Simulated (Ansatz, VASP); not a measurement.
**Two plane-wave programs on Pd**

```
CELL_PARAMETERS angstrom
0.00000 1.94650 1.94650
1.94650 0.00000 1.94650
1.94650 1.94650 0.00000
ATOMIC_POSITIONS crystal
Pd 0.00000 0.00000 0.00000
```

Alike in both runs: task single point; functional RPBE; dispersion D3(BJ); k mesh 12 × 12 × 12; occupations fermi-dirac, width 0.05 eV; non-collinear spin.

|  | VASP | Ansatz |
| --- | --- | --- |
| version | VASP 6.6.1 | Ansatz 0.2.0 |
| potentials or method | VASP PAW PBE potentials, release 64 (Pd) | JTH PAW |
| plane-wave cutoff (eV) | 520 | 1110 |
| valence electrons in the cell | 10 | 18 |

VASP gave:

| Property | Result |
| --- | --- |
| gap on the k mesh at the Fermi level (eV) | none |
| net moment per atom (μB) | 0.20 |
| size of the moment on the site where the two differ most (μB) | 0.20 |

**Question.** Estimate Ansatz's values.

**Answer.** gap on the k mesh at the Fermi level (eV): none; net moment per atom (μB): 0.22; size of the moment on the site where the two differ most (μB): 0.20.

VASP's potentials were made for PBE, not for RPBE. Site moments also hang on the region over which each program counts them. A gap of «none» marks a metal or a gap that the smearing closes. VASP's potentials hold 10 valence electrons a cell and Ansatz's 18, so a difference there can come from the potentials and not from the codes.
